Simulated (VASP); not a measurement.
A run of VASP 6.6.1:

File INCAR:

```
SYSTEM = GdN
ALGO = Normal
EDIFF = 1E-8
ENCUT = 520
GGA = PE
ISIF = 2
ISMEAR = -1
ISPIN = 2
LASPH = .True.
LCHARG = .False.
LEFG = .True.
LMAXMIX = 6
LORBIT = 11
LREAL = .False.
LWAVE = .False.
MAGMOM = 7 0
NBANDS = 22
NELM = 150
PREC = Accurate
SIGMA = 0.03
```

Contents of KPOINTS:

```
k-points
0
Gamma
  12 12 12
  0 0 0
```

POSCAR

```
GdN
1.0
    0.0000000000      2.6861441030      2.6861441030
    2.6861441030      0.0000000000      2.6861441030
    2.6861441030      2.6861441030      0.0000000000
Gd N
1 1
Direct
    0.0000000000      0.0000000000      0.0000000000
    0.2500000000      0.2500000000      0.2500000000
```

Potentials or basis: VASP PAW PBE potentials, release 64 (Gd, N).

Launch:

```bash
$ cat potpaw_PBE.64/Gd/POTCAR potpaw_PBE.64/N/POTCAR > POTCAR
$ mpirun -np 1 vasp_std > vasp.out
```

Hardware: 1 thread of Intel Xeon 8259CL, on a shared host.

**Question.** How long does it take, and how much memory?

**Answer.** It took 7.5 min on 1 thread of Intel Xeon 8259CL, with other jobs on the host, peak memory 0.27 GiB. Counts: scf iterations 45, k points 72.
